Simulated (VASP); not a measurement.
# SiC (F-43m) in VASP: notebook, part 2 of 2

VASP 6.6.1. Earlier steps stand in the parts before.

## 3. Vibrations by perturbation theory, PBE

INCAR

```
SYSTEM = SiC
ALGO = Normal
EDIFF = 1E-8
ENCUT = 600
GGA = PE
GGA_COMPAT = .False.
IBRION = 8
ISIF = 2
ISMEAR = 0
LASPH = .True.
LCHARG = .True.
LEPSILON = .True.
LREAL = .False.
LWAVE = .False.
NELM = 120
NSW = 1
PREC = Accurate
SIGMA = 0.01
```

KPOINTS

```
k-points
0
Gamma
  9 9 9
  0 0 0
```

POSCAR

```
SiC
1.0
    0.0000000000      2.1769970000      2.1769970000
    2.1769970000      0.0000000000      2.1769970000
    2.1769970000      2.1769970000      0.0000000000
Si C
1 1
Direct
    0.2500000000      0.2500000000      0.2500000000
    0.0000000000      0.0000000000      0.0000000000
```

Potentials or basis: VASP PAW PBE potentials, release 64 (Si, C).

Launch:

```
$ cat potpaw_PBE.64/Si/POTCAR potpaw_PBE.64/C/POTCAR > POTCAR
$ mpirun -np 1 vasp_std > vasp.out
```

OUTCAR:

```text
SYSTEM = SiC
   EDIFF = 1E-8
   ENCUT = 600
   GGA = PE
   IBRION = 8
   ISIF = 2
   ISMEAR = 0
   LASPH = .True.
   LEPSILON = .True.
   LREAL = .False.
   NELM = 120
   NSW = 1
   PREC = Accurate

 ion  position               nearest neighbor table
   1  0.250  0.250  0.250-   2 1.89   2 1.89   2 1.89   2 1.89
   2  0.000  0.000  0.000-   1 1.89   1 1.89   1 1.89   1 1.89

  LATTYP: Found a face centered cubic cell.
 ALAT       =     4.3539940000

  Lattice vectors:

 A1 = (   0.0000000000,   2.1769970000,   2.1769970000)
 A2 = (   2.1769970000,   0.0000000000,   2.1769970000)
 A3 = (   2.1769970000,   2.1769970000,   0.0000000000)

Analysis of symmetry for initial positions (statically):
=====================================================================
 Subroutine PRICEL returns:
 Original cell was already a primitive cell.

 Routine SETGRP: Setting up the symmetry group for a
 face centered cubic supercell.

 Subroutine GETGRP returns: Found 24 space group operations
 (whereof 24 operations were pure point group operations)
 out of a pool of 48 trial point group operations.

The static configuration has the point symmetry T_d .

Analysis of symmetry for dynamics (positions and initial velocities):
=====================================================================
 Subroutine PRICEL returns:
 Original cell was already a primitive cell.

 Routine SETGRP: Setting up the symmetry group for a
 face centered cubic supercell.

 Subroutine GETGRP returns: Found 24 space group operations
 (whereof 24 operations were pure point group operations)
 out of a pool of 48 trial point group operations.

The dynamic configuration has the point symmetry T_d .

 Subroutine INISYM returns: Found 24 space group operations
 (whereof 24 operations are pure point group operations),
 and found     1 'primitive' translations

----------------------------------------------------------------------------------------

                                     Primitive cell

  volume of cell :      20.6350

  direct lattice vectors                    reciprocal lattice vectors
     0.000000000  2.176997000  2.176997000    -0.229674180  0.229674180  0.229674180
     2.176997000  0.000000000  2.176997000     0.229674180 -0.229674180  0.229674180
     2.176997000  2.176997000  0.000000000     0.229674180  0.229674180 -0.229674180

  length of vectors
     3.078738683  3.078738683  3.078738683     0.397807348  0.397807348  0.397807348

  position of ions in fractional coordinates (direct lattice)
     0.250000000  0.250000000  0.250000000
     0.000000000  0.000000000  0.000000000

[... 453 lines left out ...]
 -----------------------------------------------------------------------------
    -0.00043  0.99493  0.00000
     0.99493 -0.00043  0.00000
     0.00000  0.00000  0.00045

--------------------------------------- Ionic step        4  -------------------------------------------

------------------------ aborting loop because EDIFF is reached ----------------------------------------

[... ionic steps 5 to 6 ...]

--------------------------------------- Ionic step        7  -------------------------------------------

 Free energy of the ion-electron system (eV)
  ---------------------------------------------------
  ---------------------------------------------------
  free energy    TOTEN  =        -0.12532501 eV

  energy without entropy =       -0.12532501

------------------------ aborting loop because EDIFF is reached ----------------------------------------

 INTERNAL STRAIN TENSOR  FOR ION    2  DIRECTION 1   (eV/Angst):
 -----------------------------------------------------------------------------
    -0.00176  0.00000  0.00000
     0.00000  0.00027  8.42735
     0.00000  8.42735  0.00027

 MACROSCOPIC STATIC DIELECTRIC TENSOR (including local field effects in DFT)
 ------------------------------------------------------
           7.028586    -0.000000     0.000000
           0.000000     7.028586     0.000000
          -0.000000     0.000000     7.028586
 ------------------------------------------------------

 PIEZOELECTRIC TENSOR (including local field effects)  for field in x, y, z        (e  Angst)
          XX          YY          ZZ          XY          YZ          ZX
  --------------------------------------------------------------------------------
  x     0.00000    -0.00000    -0.00000     0.00000     1.27815     0.00000
  y     0.00000     0.00000     0.00000     0.00000     0.00000     1.27815
  z     0.00000     0.00000     0.00000     1.27815     0.00000     0.00000

 PIEZOELECTRIC TENSOR (including local field effects)  for field in x, y, z        (C/m^2)
          XX          YY          ZZ          XY          YZ          ZX
  --------------------------------------------------------------------------------
  x     0.00000    -0.00000    -0.00000     0.00000     0.99240     0.00000
  y     0.00000     0.00000     0.00000     0.00000     0.00000     0.99240
  z     0.00000     0.00000     0.00000     0.99240     0.00000     0.00000

 BORN EFFECTIVE CHARGES (including local field effects) (in |e|, cummulative output)
 ---------------------------------------------------------------------------------
 ion    1
    1     2.70022     0.00000     0.00000
    2     0.00000     2.70022     0.00000
    3     0.00000     0.00000     2.70022
 ion    2
    1    -2.70022     0.00000     0.00000
    2     0.00000    -2.70022     0.00000
    3     0.00000     0.00000    -2.70022

 INTERNAL STRAIN TENSOR FOR ION    2 for displacements in x,y,z  (eV/Angst):
          X           Y           Z          XY          YZ          ZX
  --------------------------------------------------------------------------------
  x     0.00000     0.00000     0.00000     0.00000     8.42735     0.00000
  y    -0.00000     0.00000    -0.00000     0.00000     0.00000     8.42735
  z     0.00000     0.00000     0.00000     8.42735     0.00000     0.00000

 SECOND DERIVATIVES (NOT SYMMETRIZED)
 ------------------------------------
               1X          1Y          1Z          2X          2Y          2Z
  1X   -19.322145    0.000000    0.000000   19.322145    0.000000    0.000000
  1Y     0.000000  -19.322145    0.000000    0.000000   19.322145    0.000000
  1Z     0.000000    0.000000  -19.322145    0.000000    0.000000   19.322145
  2X    19.320518    0.000000    0.000000  -19.320518    0.000000    0.000000
  2Y     0.000000   19.320518    0.000000    0.000000  -19.320518    0.000000
  2Z     0.000000    0.000000   19.320518    0.000000    0.000000  -19.320518

 Eigenvectors and eigenvalues of the dynamical matrix
 ----------------------------------------------------

   1 f  =   23.691323 THz   148.856972 2PiTHz  790.257468 cm-1    97.979395 meV
             X         Y         Z           dx          dy          dz
      1.088499  1.088499  1.088499     0.541062    0.082615    0.000000
      0.000000  0.000000  0.000000    -0.827326   -0.126325    0.000000
[... 21 lines left out ...]
   6 f/i=    0.000457 THz     0.002870 2PiTHz    0.015237 cm-1     0.001889 meV
             X         Y         Z           dx          dy          dz
      1.088499  1.088499  1.088499     0.298540   -0.781857    0.000000
      0.000000  0.000000  0.000000     0.195242   -0.511326    0.000000

--------------------------------------------------------------------------------------------------------

 MACROSCOPIC STATIC DIELECTRIC TENSOR IONIC CONTRIBUTION
 ------------------------------------------------------
           3.309194    -0.000000    -0.000000
          -0.000000     3.309194    -0.000000
          -0.000000    -0.000000     3.309194
 ------------------------------------------------------

 ELASTIC MODULI CONTR FROM IONIC RELAXATION (kBar)
 Direction    XX          YY          ZZ          XY          YZ          ZX
 --------------------------------------------------------------------------------
 XX          -0.0000     -0.0000      0.0000      0.0000     -0.0000     -0.0000
 YY          -0.0000     -0.0000     -0.0000      0.0000      0.0000     -0.0000
 ZZ           0.0000     -0.0000     -0.0000     -0.0000      0.0000     -0.0000
 XY           0.0000      0.0000     -0.0000   -265.4746     -0.0000      0.0000
 YZ          -0.0000      0.0000      0.0000      0.0000   -265.4746      0.0000
 ZX          -0.0000     -0.0000     -0.0000      0.0000      0.0000   -265.4746
 --------------------------------------------------------------------------------

 PIEZOELECTRIC TENSOR IONIC CONTR  for field in x, y, z        (C/m^2)
          XX          YY          ZZ          XY          YZ          ZX
  --------------------------------------------------------------------------------
  x    -0.00000     0.00000     0.00000     0.00000    -0.88195     0.00000
  y    -0.00000    -0.00000    -0.00000     0.00000     0.00000    -0.88195
  z     0.00000     0.00000    -0.00000    -0.88195     0.00000     0.00000
```

OSZICAR:

```text
N       E                     dE             d eps       ncg     rms          rms(c)
DAV:   1     0.660086438236E+01    0.66009E+01   -0.45578E+03   560   0.103E+03
DAV:   2    -0.165310031908E+02   -0.23132E+02   -0.21683E+02   888   0.108E+02
DAV:   3    -0.169183080235E+02   -0.38730E+00   -0.38730E+00   608   0.177E+01
DAV:   4    -0.169197739535E+02   -0.14659E-02   -0.14659E-02   928   0.123E+00
[... 149 lines left out ...]
RMM:   6    -0.125329200325E+00   -0.16947E-04   -0.27210E-07  3352   0.416E-03    0.970E-04
RMM:   7    -0.125323577746E+00    0.56226E-05   -0.52529E-08  3440   0.119E-03    0.113E-04
RMM:   8    -0.125325072796E+00   -0.14950E-05    0.26252E-09  3493   0.243E-04    0.345E-05
RMM:   9    -0.125325015787E+00    0.57009E-07    0.19452E-08  3567   0.771E-05    0.438E-06
RMM:  10    -0.125325009026E+00    0.67611E-08    0.23418E-09  3642   0.127E-05    0.323E-06
 Linear response finished
```

stdout:

```text
POSCAR found type information on POSCAR SiC
 POSCAR found :  2 types and       2 ions
 scaLAPACK will be used
 LDA part: xc-table for (Slater+PW92), standard interpolation
 POSCAR, INCAR and KPOINTS ok, starting setup
 FFT: planning ... GRIDC
 FFT: planning ... GRID_SOFT
 FFT: planning ... GRID
 WAVECAR not read
 entering main loop
[... 23 lines left out ...]
  Direction:   3
 dielectric tensor                  component  3 :     1.138     1.576     7.029
 Linear response DOF=           2
 Linear response progress:
 first order change of Fermi-energy   0.31886E-04
 force on displaced ion       1 direction 1 : -19.322   0.000   0.000
 Born effective charge ion    1 direction 1 :   2.691   0.000   0.000
 Linear response progress:
 first order change of Fermi-energy   0.30207E-03
 force on displaced ion       2 direction 1 : -19.321   0.000   0.000
 Born effective charge ion    2 direction 1 :  -2.708   0.000   0.000
 Born effective charges drift removed
 Linear response finished
```

Wall time 4.3 min (1 thread of AMD EPYC 9R45 (Zen 5), shared host); peak memory 0.17 GiB.

What came out:

```
Electronic dielectric tensor (diagonal)                 : 7.03
Born charges (mean of the diagonal)                     : Si +2.70; C -2.70 e
Highest phonon frequency at Γ, LO-TO splitting left out : 790 cm⁻¹
```

Phonon frequencies in cm⁻¹ (negative: imaginary):
```tsv
q point	frequencies
(0.000, 0.000, 0.000)	0 0 0 790 790 790
```

Electronic dielectric tensor:
```
7.03 0.00 0.00
0.00 7.03 0.00
0.00 0.00 7.03
```

Born effective charge tensors (e):
atom 1, Si
```
2.70 0.00 0.00
0.00 2.70 0.00
0.00 0.00 2.70
```
atom 2, C
```
-2.70  0.00  0.00
 0.00 -2.70  0.00
 0.00  0.00 -2.70
```

Caveat: the cell wasn't relaxed at this level first, which shifts response properties.
